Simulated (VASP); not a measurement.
# Al (a cell with a defect) in VASP: notebook, part 2 of 2

VASP 6.6.1.

## (4) Single point, PBE

INCAR

```
PREC = Accurate
ENCUT = 520
EDIFF = 1E-7
ISMEAR = 0
SIGMA = 0.1
LREAL = Auto
LASPH = T
NELM = 60
ALGO = Normal
ISIF = 2
LWAVE = F
LCHARG = F
GGA = PE
NBANDS = 58
```

KPOINTS

```
regular mesh
0
Gamma
  3 3 3
```

POSCAR

```
Al
1.0
    0.0000000000      6.0621852160     -6.0621852160
    6.0621852160      6.0621852160      0.0000000000
    6.0621852160      0.0000000000     -6.0621852160
Al
26
Direct
    0.6666666154      0.2250517679      0.6666666154
    0.6666666979      0.6715703752      0.6666666979
    0.3418523067      1.0012828351      0.6667386192
    0.3163939952      0.3428346258      0.6595801444
    0.3444218422      0.6537850394      0.6686870915
    0.0169392713     -0.0145244655      0.6737530865
   -0.0110885758      0.3335607422      0.6646463043
   -0.0085189578      0.6765404477      0.6665946942
    0.6667386192      1.0012828351      0.3418523067
    0.6595802269      0.3428345433      0.3163940777
    0.6686870915      0.6537850394      0.3444218422
    0.3308825000      0.0036475296      0.3308825000
    0.3279049434      0.3374719556      0.3279049434
    0.3279225938      0.6731779638      0.3279225938
   -0.0107206391      0.0047191729      0.3440539056
   -0.0060628303      0.3299942065      0.3393960967
   -0.0036835727      0.6669336808      0.3370168392
    0.6737530865     -0.0145244655      0.0169392713
    0.6646462219      0.3335606597     -0.0110884933
    0.6665946942      0.6765404477     -0.0085189578
    0.3440539056      0.0047191729     -0.0107206391
    0.3393960967      0.3299942065     -0.0060628303
    0.3370168392      0.6669336808     -0.0036835727
    0.0054106727     -0.0043100795      0.0054106727
    0.0024508489      0.3320791807      0.0024508489
    0.0054284056      0.6599484934      0.0054284056
```

Potentials or basis: VASP PAW PBE potentials, release 64 (Al).

On the command line:

```console
> cat potpaw_PBE.64/Al/POTCAR > POTCAR
> mpirun -np 1 vasp_std > vasp.out
```

OUTCAR:

```text
PREC = Accurate
   ENCUT = 520
   EDIFF = 1E-7
   ISMEAR = 0
   LREAL = Auto
   LASPH = T
   NELM = 60
   ISIF = 2
   GGA = PE

 ion  position               nearest neighbor table
   1  0.667  0.225  0.667-  10 2.67   4 2.67   6 2.67  18 2.67  16 2.95  22 2.95  11 3.32   5 3.32
                            19 3.32   7 3.32  21 3.35  15 3.35
   2  0.667  0.672  0.667-   8 2.81  20 2.81   9 2.81   3 2.81  17 2.83  23 2.83   7 2.83  19 2.83
                             5 2.83  11 2.83
   3  0.342  0.001  0.667-   9 2.79  21 2.79   4 2.80   2 2.81   6 2.83  23 2.85  24 2.89  13 2.90
                            12 2.92   7 2.94   5 2.96
   4  0.316  0.343  0.660-   1 2.67   3 2.80  13 2.82  25 2.82   8 2.83   7 2.83   5 2.84  14 2.84
                            21 2.87  22 2.91  10 2.94
   5  0.344  0.654  0.669-  11 2.78  22 2.78   6 2.83   2 2.83  23 2.84   4 2.84  26 2.90  14 2.91
                             8 2.94  12 2.95   3 2.96   1 3.32
   6  0.017  0.985  0.674-   1 2.67   8 2.80  26 2.82  12 2.82   3 2.83   5 2.83   7 2.84  24 2.84
                            15 2.87  16 2.91  18 2.94
   7  0.989  0.334  0.665-  19 2.78  16 2.78   4 2.83   2 2.83  17 2.84   6 2.84  13 2.90  24 2.91
                             3 2.94  25 2.95   8 2.96   1 3.32
   8  0.991  0.677  0.667-  20 2.79  15 2.79   6 2.80   2 2.81   4 2.83  17 2.85  14 2.89  26 2.90
                            25 2.92   5 2.94   7 2.96
   9  0.667  0.001  0.342-   3 2.79  15 2.79  10 2.80   2 2.81  18 2.83  17 2.85  24 2.89  13 2.90
[... 21 lines left out ...]
  20  0.667  0.677  0.991-   8 2.79  21 2.79  18 2.80   2 2.81  10 2.83  23 2.85  14 2.89  26 2.90
                            25 2.92  11 2.94  19 2.96
  21  0.344  0.005  0.989-  22 2.79   3 2.79  20 2.79  25 2.87  12 2.87  18 2.87   4 2.87  24 2.88
                            14 2.88  23 2.90  15 3.04   1 3.35
  22  0.339  0.330  0.994-   5 2.78  19 2.78  21 2.79  25 2.84  12 2.84  26 2.85  13 2.85  23 2.89
                            18 2.91   4 2.91   1 2.95  16 2.96
  23  0.337  0.667  0.996-   2 2.83  14 2.83  24 2.83  26 2.83  13 2.83   5 2.84  19 2.84   3 2.85
                            20 2.85  22 2.89  21 2.90  17 2.92
  24  0.005  0.996  0.005-  17 2.83  23 2.83  18 2.84   6 2.84  25 2.86  15 2.88  21 2.88  26 2.88
                             9 2.89   3 2.89   7 2.91  19 2.91
  25  0.002  0.332  0.002-  10 2.82   4 2.82  26 2.84  22 2.84  16 2.84  24 2.86  21 2.87  15 2.87
                             8 2.92  20 2.92   7 2.95  19 2.95
  26  0.005  0.660  0.005-   6 2.82  18 2.82  17 2.83  23 2.83  25 2.84  16 2.85  22 2.85  24 2.88
[... 205 lines left out ...]
 maximum number of plane-waves:     12039
   NGX = 31   NGY = 31   NGZ = 31

 number of electron      78.0000000 magnetization

 Free energy of the ion-electron system (eV)
  ---------------------------------------------------
  ext. energy  EPLUGINS =         0.00000000
  ---------------------------------------------------
  free energy    TOTEN  =       -95.65567040 eV

  energy without entropy =      -95.57471676  energy(sigma->0) =      -95.61519358

 E-fermi :   7.5770     XC(G=0): -10.0330

 val. band max:        7.5363262667   @ k =  -0.3333   0.3333   0.0000
 cond. band min:       7.5827156221   @ k =   0.0000   0.3333   0.0000
 fundamental gap:      0.0463893555
 Fermi energy:         7.5769547121

 k-point     1 :       0.0000    0.0000    0.0000
  band No.  band energies     occupation
      1      -3.3566      2.00000
      2      -0.5240      2.00000
      3      -0.5155      2.00000
      4      -0.5007      2.00000
      5      -0.4379      2.00000
      6      -0.4207      2.00000
[... 421 lines left out ...]
     50       9.4446      0.00000
     51       9.6402      0.00000
 [bands above 51 left out]

------------------------ aborting loop because EDIFF is reached ----------------------------------------

  FORCE on cell =-STRESS in cart. coord.  units (eV):
  Direction    XX          YY          ZZ          XY          YZ          ZX
  --------------------------------------------------------------------------------------
  -------------------------------------------------------------------------------------
  Total       -1.7434950     -1.7434950      0.7550132      0.0820476     -0.0000000      0.0000000
  in kB       -6.2692227     -6.2692227      2.7148605      0.2950252     -0.0000000      0.0000000
  external PRESSURE =      -3.2745283 kB  Pullay stress =       0.0000000 kB

 VOLUME and BASIS-vectors are now :
 -----------------------------------------------------------------------------
  energy-cutoff  :      520.00
  volume of cell :      445.57
      direct lattice vectors                 reciprocal lattice vectors
     0.000000000  6.062185216 -6.062185216    -0.082478509  0.082478509 -0.082478509
     6.062185216  6.062185216  0.000000000     0.082478509  0.082478509  0.082478509
     6.062185216  0.000000000 -6.062185216     0.082478509 -0.082478509 -0.082478509

 POSITION                                       TOTAL-FORCE (eV/Angst)
 -----------------------------------------------------------------------------------
      5.40576      5.40576     -8.08291         0.283832      0.283832     -0.000000
      8.11264      8.11264     -8.08291         0.011194      0.011194     -0.000000
      4.04967      2.08015     -6.11426        -0.012585     -0.016078      0.010224
      6.07682      3.99637     -5.91654        -0.030316     -0.015268     -0.018577
      8.01707      6.05132     -6.14165        -0.009920     -0.014632     -0.013471
     10.05855      6.07682     -4.18711        -0.015268     -0.030316      0.018577
[... 18 lines left out ...]
      2.02798      2.02798     -0.02971        -0.004953     -0.004953     -0.001808
      4.03364      4.03364     -0.06582        -0.008893     -0.008893      0.001829
 -----------------------------------------------------------------------------------
    total drift:                               -0.006611     -0.006632     -0.000107

  FREE ENERGIE OF THE ION-ELECTRON SYSTEM (eV)
  ---------------------------------------------------
  free  energy   TOTEN  =       -95.6556704039 eV

  energy  without entropy=      -95.5747167586  energy(sigma->0) =      -95.61519358
```

OSZICAR:

```text
N       E                     dE             d eps       ncg     rms          rms(c)
DAV:   1     0.103085508468E+03    0.10309E+03   -0.27333E+04   928   0.108E+03
DAV:   2    -0.852484601951E+02   -0.18833E+03   -0.17591E+03  1100   0.138E+02
DAV:   3    -0.961414760009E+02   -0.10893E+02   -0.10388E+02  1134   0.271E+01
DAV:   4    -0.963722683575E+02   -0.23079E+00   -0.22884E+00  1144   0.434E+00
DAV:   5    -0.963765255722E+02   -0.42572E-02   -0.42511E-02  1126   0.667E-01    0.664E+00
DAV:   6    -0.959010342947E+02    0.47549E+00   -0.40819E-01  1092   0.168E+00    0.389E+00
DAV:   7    -0.956773877691E+02    0.22365E+00   -0.19038E-01  1094   0.125E+00    0.925E-01
DAV:   8    -0.956573934778E+02    0.19994E-01   -0.14019E-02  1118   0.366E-01    0.423E-01
DAV:   9    -0.956558298062E+02    0.15637E-02   -0.17492E-03  1076   0.113E-01    0.206E-01
DAV:  10    -0.956556782968E+02    0.15151E-03   -0.27488E-04  1128   0.490E-02    0.431E-02
DAV:  11    -0.956556739475E+02    0.43493E-05   -0.36634E-05  1108   0.170E-02    0.119E-02
DAV:  12    -0.956556714627E+02    0.24848E-05   -0.43349E-06  1112   0.614E-03    0.364E-03
DAV:  13    -0.956556710696E+02    0.39302E-06   -0.25300E-07   852   0.166E-03    0.824E-04
DAV:  14    -0.956556706079E+02    0.46170E-06   -0.22015E-08   634   0.491E-04    0.302E-04
DAV:  15    -0.956556704636E+02    0.14429E-06   -0.43428E-09   602   0.226E-04    0.116E-04
DAV:  16    -0.956556704039E+02    0.59697E-07   -0.91407E-10   602   0.107E-04
   1 F= -.95655670E+02 E0= -.95615194E+02  d E =-.809536E-01
```

Wall time 10 min (1 thread of AMD EPYC 7R43 (Zen 3), shared host); peak memory 0.52 GiB.

Results:

```
Free energy            : -95.6557 eV
Pressure               : -0.3 GPa
Largest force          : 0.401 eV/Å
Band gap on the k mesh : zero (band 39 reaches 7.94 eV, above the bottom of band 40 at 7.33 eV)
```

Forces in eV/Å, atoms in the order of the input:
```
Al   0.284  0.284  0.000
Al   0.011  0.011  0.000
Al  -0.013 -0.016  0.010
Al  -0.030 -0.015 -0.019
Al  -0.010 -0.015 -0.013
Al  -0.015 -0.030  0.019
Al  -0.015 -0.010  0.013
Al  -0.016 -0.013 -0.010
Al  -0.016 -0.013  0.010
Al  -0.015 -0.030 -0.019
Al  -0.015 -0.010 -0.013
Al  -0.005 -0.005  0.002
Al  -0.009 -0.009 -0.002
Al  -0.013 -0.013 -0.003
Al  -0.003 -0.019  0.000
Al  -0.022  0.017  0.000
Al  -0.013 -0.003  0.000
Al  -0.030 -0.015  0.019
Al  -0.010 -0.015  0.013
Al  -0.013 -0.016 -0.010
Al  -0.019 -0.003  0.000
Al   0.017 -0.022  0.000
Al  -0.003 -0.013  0.000
Al  -0.013 -0.013  0.003
Al  -0.005 -0.005 -0.002
Al  -0.009 -0.009  0.002
```

Stress tensor (GPa, compression positive):
```
-0.63  0.03  0.00
 0.03 -0.63  0.00
 0.00  0.00  0.27
```

## (5) Single point, PBE

INCAR

```
SYSTEM = Al
PREC     = Accurate       ! precision mode
ENCUT    = 520            ! plane-wave cutoff, eV
EDIFF    = 1E-6           ! SCF threshold, eV
ISMEAR   = 0              ! smearing method
SIGMA    = 0.1            ! smearing width, eV
LREAL    = Auto         
LASPH    = .TRUE.         ! aspherical terms in the spheres
NELM     = 60             ! most SCF steps
ALGO     = Normal         ! electronic algorithm
ISIF     = 2              ! what is computed and relaxed
LWAVE    = .FALSE.        ! write WAVECAR
LCHARG   = .TRUE.         ! write CHGCAR
GGA      = PE             ! functional
LELF     = .TRUE.         ! ELF
LVHAR    = .TRUE.       
NBANDS   = 58             ! bands
```

KPOINTS

```
regular mesh
0
G
  3 3 3
  0 0 0
```

POSCAR

```
Al
1.0
    0.0000000000      6.0621852160     -6.0621852160
    6.0621852160      6.0621852160      0.0000000000
    6.0621852160      0.0000000000     -6.0621852160
Al
26
Direct
    0.6666666979      0.2811769913      0.6666666979
    0.6666666979      0.6731082695      0.6666666979
    0.3397962825      1.0012742573      0.6658067770
    0.3249025607      0.3366113748      0.6615201214
    0.3415053197      0.6564998195      0.6699540438
    0.0084307883     -0.0102992564      0.6718131919
   -0.0081719707      0.3346258697      0.6633792695
   -0.0064629335      0.6735440034      0.6675265364
    0.6658067770      1.0012742573      0.3397962825
    0.6615201214      0.3366113748      0.3249025607
    0.6699540438      0.6564998195      0.3415053197
    0.3318791704      0.0032902327      0.3318791704
    0.3292137124      0.3367428456      0.3292137124
    0.3291681842      0.6709083202      0.3291681842
   -0.0092835336      0.0033308946      0.3426168000
   -0.0022070424      0.3313264819      0.3355403089
   -0.0020423328      0.6669637855      0.3353755993
    0.6718131919     -0.0102992564      0.0084307883
    0.6633792695      0.3346258697     -0.0081719707
    0.6675265364      0.6735440034     -0.0064629335
    0.3426168000      0.0033308946     -0.0092835336
    0.3355403089      0.3313264819     -0.0022070424
    0.3353755993      0.6669637855     -0.0020423328
    0.0041651647     -0.0040886247      0.0041651647
    0.0014541786      0.3337152244      0.0014541786
    0.0041195541      0.6618368389      0.0041197191
```

On the command line:

```console
> cat potpaw_PBE.64/Al/POTCAR > POTCAR
> mpirun -np 1 vasp_std > vasp.out
```

Wall time 7.6 min (1 thread of AMD EPYC 7R43 (Zen 3), shared host); peak memory 0.52 GiB.

Results (log left out):

```yaml
Free_energy: -95.8813 eV
Pressure: -0.5 GPa
Largest_force: 0.369 eV/Å
Band_gap_on_the_k_mesh: zero (band 39 reaches 7.97 eV, above the bottom of band 40 at 7.39 eV)
```

Forces in eV/Å, atoms in the order of the input:
```
Al   0.261  0.261  0.000
Al  -0.003 -0.003  0.000
Al  -0.014 -0.021  0.014
Al  -0.033  0.005 -0.052
Al   0.009 -0.015  0.006
Al   0.005 -0.033  0.052
Al  -0.015  0.009 -0.006
Al  -0.021 -0.014 -0.014
Al  -0.021 -0.014  0.014
Al   0.005 -0.033 -0.052
Al  -0.015  0.009  0.006
Al  -0.006 -0.006 -0.006
Al  -0.007 -0.007 -0.012
Al  -0.015 -0.015 -0.014
Al  -0.020 -0.018  0.000
Al  -0.022  0.018  0.000
Al  -0.019  0.000  0.000
Al  -0.033  0.005  0.052
Al   0.009 -0.015 -0.006
Al  -0.014 -0.021 -0.014
Al  -0.018 -0.020  0.000
Al   0.018 -0.022  0.000
Al   0.000 -0.019  0.000
Al  -0.015 -0.015  0.014
Al  -0.006 -0.006  0.006
Al  -0.007 -0.007  0.012
```

Stress tensor (GPa, compression positive):
```
-0.63  0.07  0.00
 0.07 -0.63  0.00
 0.00  0.00 -0.36
```

Levels at points of the mesh, in eV from the Fermi level:
```
           k point  band 37  band 38  band 39  band 40  band 41  band 42  band 43  band 44
(0.00, 0.00, 0.00)    -0.52    -0.50    -0.45     0.47     0.47     0.48     0.48     0.48
```
